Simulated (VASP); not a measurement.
# Rh (P6/mmm) in VASP: single point with PBEsol+D4

Aim: the single point of Rh with PBEsol+D4.

All numbers are computed with VASP 6.6.1; they aren't measurements. Logs are shortened: lines on timing, memory, paths and dates and some standing lists are left out, and cuts for length are marked.

## 1. The cell of the first run

It takes space group P6/mmm (No. 191, hexagonal). The conventional cell has a = 3.221 Å, b = 3.221 Å, c = 5.076 Å, α = 90.00°, β = 90.00°, γ = 120.00°. Rh (site symmetry 6/mmm) has 6 Rh at 3.22 Å within 4.2 Å.

## 2. Single point, PBEsol+D4

File INCAR:

```
SYSTEM = Rh
PREC = Accurate
ENCUT = 500
EDIFF = 1E-6
ISMEAR = 1
SIGMA = 0.3
LREAL = .FALSE.
LASPH = .TRUE.
NELM = 120
ALGO = Normal
ISIF = 2
LWAVE = .FALSE.
LCHARG = .TRUE.
GGA = PS
IVDW = 13
LELF = .TRUE.
LVHAR = .TRUE.
NBANDS = 14
GGA_COMPAT = .FALSE.
```

File KPOINTS:

```
Automatic mesh
0
G
  8 8 5
  0 0 0
```

File POSCAR:

```
Rh
1.0
    3.2214600000      0.0000000000      0.0000000000
   -1.6107300000      2.7898700000      0.0000000000
    0.0000000000      0.0000000000      5.0759700000
Rh
1
Direct
    0.0000000000      0.0000000000      0.0000000000
```

Potentials or basis: VASP PAW PBE potentials, release 64 (Rh_pv).

Launch:

```bash
$ cat potpaw_PBE.64/Rh_pv/POTCAR > POTCAR
$ mpirun -np 1 vasp_std > vasp.out
```

OUTCAR:

```text
SYSTEM = Rh
   PREC = Accurate
   ENCUT = 500
   EDIFF = 1E-6
   ISMEAR = 1
   LREAL = .FALSE.
   LASPH = .TRUE.
   NELM = 120
   ISIF = 2
   GGA = PS
   IVDW = 13

 ion  position               nearest neighbor table
   1  0.000  0.000  0.000-

  LATTYP: Found a hexagonal cell.
 ALAT       =     3.2214600000
 C/A-ratio  =     1.5756737628

  Lattice vectors:

 A1 = (   3.2214600000,   0.0000000000,   0.0000000000)
 A2 = (  -1.6107300000,   2.7898700000,   0.0000000000)
 A3 = (   0.0000000000,   0.0000000000,   5.0759700000)

Analysis of symmetry for initial positions (statically):
=====================================================================
 Subroutine PRICEL returns:
 Original cell was already a primitive cell.

 Routine SETGRP: Setting up the symmetry group for a
 hexagonal supercell.

 Subroutine GETGRP returns: Found 24 space group operations
 (whereof 24 operations were pure point group operations)
 out of a pool of 24 trial point group operations.

The static configuration has the point symmetry D_6h.

Analysis of symmetry for dynamics (positions and initial velocities):
=====================================================================
 Subroutine PRICEL returns:
 Original cell was already a primitive cell.

 Routine SETGRP: Setting up the symmetry group for a
 hexagonal supercell.

 Subroutine GETGRP returns: Found 24 space group operations
 (whereof 24 operations were pure point group operations)
 out of a pool of 24 trial point group operations.

The dynamic configuration has the point symmetry D_6h.

 Subroutine INISYM returns: Found 24 space group operations
 (whereof 24 operations are pure point group operations),
 and found     1 'primitive' translations

----------------------------------------------------------------------------------------

                                     Primitive cell

  volume of cell :      45.6200

  direct lattice vectors                    reciprocal lattice vectors
     3.221460000  0.000000000  0.000000000     0.310418258  0.179219820  0.000000000
    -1.610730000  2.789870000  0.000000000     0.000000000  0.358439641  0.000000000
     0.000000000  0.000000000  5.075970000     0.000000000  0.000000000  0.197006680

  length of vectors
     3.221460000  3.221463293  5.075970000     0.358440007  0.358439641  0.197006680

  position of ions in fractional coordinates (direct lattice)
     0.000000000  0.000000000  0.000000000

  ion indices of the primitive-cell ions
   primitive index   ion index
                 1           1

----------------------------------------------------------------------------------------

 KPOINTS: Automatic mesh

Automatic generation of k-mesh.
 Grid dimensions read from file:
 generate k-points for:    8    8    5

 Generating k-lattice:

  Cartesian coordinates                     Fractional coordinates (reciprocal lattice)
     0.038802282  0.022402478  0.000000000     0.125000000  0.000000000  0.000000000
     0.000000000  0.044804955  0.000000000     0.000000000  0.125000000  0.000000000
     0.000000000  0.000000000  0.039401336     0.000000000  0.000000000  0.200000000

  Length of vectors
     0.044805001  0.044804955  0.039401336

  Shift w.r.t. Gamma in fractional coordinates (k-lattice)
     0.000000000  0.000000000  0.000000000

 Subroutine IBZKPT returns following result:
 ===========================================

 Found     30 irreducible k-points:

 Following reciprocal coordinates:
            Coordinates               Weight
  0.000000  0.000000  0.000000      1.000000
  0.125000  0.000000  0.000000      6.000000
  0.250000  0.000000  0.000000      6.000000
  0.375000  0.000000  0.000000      6.000000
  0.500000  0.000000  0.000000      3.000000
  0.125000  0.125000  0.000000      6.000000
[... 16 lines left out ...]
  0.250000  0.000000  0.400000     12.000000
  0.375000  0.000000  0.400000     12.000000
 [... further k-points ...]
   k-points           NKPTS =     30   k-points in BZ     NKDIM =     30   number of bands    NBANDS=     14
   number of dos      NEDOS =    301   number of ions     NIONS =      1
   total plane-waves  NPLWV =  23040
   dimension x,y,z NGX =    24 NGY =   24 NGZ =   40
   dimension x,y,z NGXF=    48 NGYF=   48 NGZF=   80
   ions per type =               1
   NGX,Y,Z   is equivalent  to a cutoff of  12.39, 12.39, 13.10 a.u.
   NGXF,Y,Z  is equivalent  to a cutoff of  24.77, 24.77, 26.20 a.u.
 SYSTEM =  Rh
   PREC   = accura    normal or accurate (medium, high low for compatibility)
   ISTART =      0    job   : 0-new  1-cont  2-samecut
   ICHARG =      2    charge: 1-file 2-atom 10-const
   ISPIN  =      1    spin polarized calculation?
   LNONCOLLINEAR =      F non collinear calculations
   LSORBIT =      F    spin-orbit coupling
   LASPH  =      T    aspherical Exc in radial PAW
   ENCUT  =  500.0 eV  36.75 Ry    6.06 a.u.   5.87  5.87  9.25*2*pi/ulx,y,z
   NELM   =    120;   NELMIN=  2; NELMDL= -5     # of ELM steps
   EDIFF  = 0.1E-05   stopping-criterion for ELM
   LREAL  =      F    real-space projection
   EDIFFG = 0.1E-04   stopping-criterion for IOM
   NSW    =      0    number of steps for IOM
   IBRION =     -1    ionic relax: 0-MD 1-quasi-New 2-CG
   NFREE  =      0    steps in history (QN), initial steepest desc. (CG)
   ISIF   =      2    stress and relaxation
   ISYM   =      2    0-nonsym 1-usesym 2-fastsym
   POTIM  = 0.5000    time-step for ionic-motion
   TEBEG  =    0.0;   TEEND  =   0.0 temperature during run
   PSTRESS=    0.0 pullay stress
   NELECT =      15.0000    total number of electrons
   NUPDOWN=      -1.0000    fix difference up-down
   EMIN   =  10.00;   EMAX   =-10.00  energy-range for DOS
   EFERMI =   0.00;   METHOD = LEGACY
   ISMEAR =     1;   SIGMA  =   0.30  broadening in eV -4-tet -1-fermi 0-gaus
   EFERMI_NEDOS =   21; number of points for ismear=-14 and -15
   IALGO  =     38    algorithm
   IMIX   =      4    mixing-type and parameters
     AMIX     =   0.40;   BMIX     =  1.00
     AMIX_MAG =   1.60;   BMIX_MAG =  1.00
  volume/ion in A,a.u.               =      45.62       307.86
  Fermi-wavevector in a.u.,A,eV,Ry     =   1.129935  2.135267 17.371270  1.276752
  Thomas-Fermi vector in A             =   2.266630
   LORBIT       =      0    0 simple, 1 ext, 2 COOP (PROOUT), +10 PAW based schemes
   GGA     = PS    functional components
   LHFCALC =     F    Hartree Fock is set to
   AEXX    =    0.0000 exact exchange contribution
   IVDW    =    13    specifies the selected vdW correction
   LEPSILON=     F    determine dielectric tensor
   LRPA    =     F    only Hartree local field effects (RPA)
 non-spin polarized calculation
 Methfessel and Paxton  Order N= 1 SIGMA  =   0.30
  energy-cutoff  :      500.00
  volume of cell :       45.62
 maximum number of plane-waves:      1170
 NGX is ok and might be reduce to    24
   NGX = 11   NGY = 11   NGZ = 19

 number of electron      15.0000003 magnetization

 Free energy of the ion-electron system (eV)
  ---------------------------------------------------
  ext. energy  EPLUGINS =         0.00000000
  ---------------------------------------------------
  free energy    TOTEN  =        -4.07204152 eV

  energy without entropy =       -4.00023588  energy(sigma->0) =       -4.04810631

 E-fermi :  -0.4551     XC(G=0):  -7.3662

 val. band max:       -0.4625370931   @ k =   0.2500   0.1250   0.4000
 cond. band min:      -0.4400829121   @ k =   0.2500   0.2500   0.4000
 fundamental gap:      0.0224541810
 Fermi energy:        -0.4550961379

 k-point     1 :       0.0000    0.0000    0.0000
  band No.  band energies     occupation
      1     -45.4959      2.00000
      2     -45.4959      2.00000
      3     -45.2919      2.00000
      4      -3.2926      2.00000
      5      -1.3060      2.00045
      6      -1.3060      2.00045
      7      -1.2282      2.00163
      8      -0.3069      0.26637
      9      -0.3069      0.26631
     10       3.7949     -0.00000
     11       6.8818      0.00000
     12      15.2938      0.00000
     13      17.4655      0.00000
     14      17.4656      0.00000

 k-point     2 :       0.1250    0.0000    0.0000
  band No.  band energies     occupation
      1     -45.5070      2.00000
      2     -45.4987      2.00000
      3     -45.2906      2.00000
      4      -2.9406      2.00000
      5      -1.4018      2.00008
      6      -1.1296      2.00661
      7      -1.1286      2.00670
      8      -0.5616      1.56081
      9      -0.3420      0.40961
     10       4.3378     -0.00000
     11       7.0863      0.00000
     12      13.9702      0.00000
     13      15.9299      0.00000
     14      15.9851      0.00000

 k-point     3 :       0.2500    0.0000    0.0000
  band No.  band energies     occupation
      1     -45.5337      2.00000
      2     -45.5055      2.00000
      3     -45.2876      2.00000
      4      -2.2965      2.00000
      5      -1.2473      2.00121
      6      -1.0368      2.01938
      7      -0.8326      2.07058
      8      -0.6671      1.92448
      9      -0.4257      0.83514
     10       5.6592      0.00000
     11       7.7213      0.00000
     12      10.2039      0.00000
     13      14.0127      0.00000
     14      15.8436      0.00000
[... 324 lines left out ...]
 k-point    23 :       0.2500    0.0000    0.4000
  band No.  band energies     occupation
      1     -45.5336      2.00000
      2     -45.5055      2.00000
      3     -45.2876      2.00000
      4      -2.2431      2.00000
      5      -1.2349      2.00147
      6      -1.1391      2.00585
      7      -0.6662      1.92238
      8      -0.4339      0.88081
      9      -0.3260      0.34118
     10       3.2234     -0.00000
     11      10.8079      0.00000
     12      12.1163      0.00000
     13      13.4002      0.00000
     14      14.5390      0.00000

 k-point    24 :       0.3750    0.0000    0.4000
  band No.  band energies     occupation
      1     -45.5602      2.00000
      2     -45.5124      2.00000
      3     -45.2846      2.00000
      4      -2.3404      2.00000
      5      -1.4850      2.00001
      6      -0.6226      1.80091
      7      -0.5176      1.34452
      8      -0.1451     -0.05650
      9       0.9353     -0.00000
     10       4.7753     -0.00000
     11       7.1720      0.00000
     12      10.0299      0.00000
     13      12.9501      0.00000
     14      13.9623      0.00000

 [... further k-points ...]

------------------------ aborting loop because EDIFF is reached ----------------------------------------

  DFT-D4 for vdW energy calculation

  Edisp (eV):   -0.14800

  FORCE on cell =-STRESS in cart. coord.  units (eV):
  Direction    XX          YY          ZZ          XY          YZ          ZX
  --------------------------------------------------------------------------------------
  -------------------------------------------------------------------------------------
  Total      -5.59202    -5.59203    -0.61053    -0.00000     0.00000     0.00000
  in kB    -196.39175  -196.39229   -21.44182    -0.00000     0.00000     0.00000
  external pressure =     -138.08 kB  Pullay stress =        0.00 kB

 VOLUME and BASIS-vectors are now :
 -----------------------------------------------------------------------------
  energy-cutoff  :      500.00
  volume of cell :       45.62
      direct lattice vectors                 reciprocal lattice vectors
     3.221460000  0.000000000  0.000000000     0.310418258  0.179219820  0.000000000
    -1.610730000  2.789870000  0.000000000     0.000000000  0.358439641  0.000000000
     0.000000000  0.000000000  5.075970000     0.000000000  0.000000000  0.197006680

 POSITION                                       TOTAL-FORCE (eV/Angst)
 -----------------------------------------------------------------------------------
      0.00000      0.00000      0.00000         0.000000      0.000000      0.000000
 -----------------------------------------------------------------------------------
    total drift:                                0.000000      0.000000     -0.000000

  FREE ENERGIE OF THE ION-ELECTRON SYSTEM (eV)
  ---------------------------------------------------
  free  energy   TOTEN  =        -4.2200436589 eV

  energy  without entropy=       -4.1482380209  energy(sigma->0) =       -4.19610845
```

Run time: 9.8 s. Hardware: 1 thread of AMD EPYC 9R45 (Zen 5), shared host; peak memory 0.13 GiB.

Results:

| Quantity | Value |
| --- | --- |
| Free energy | -4.2200 eV |
| Pressure | -13.8 GPa |
| Dispersion energy per atom | -0.148 eV |

Stress tensor (GPa, compression positive):
```
-19.64   0.00   0.00
  0.00 -19.64   0.00
  0.00   0.00  -2.14
```

Caveat: the PAW data sets were made with another functional, which shifts forces and pressure a little; pairwise dispersion overbinds metals, which lowers pressure and volume.
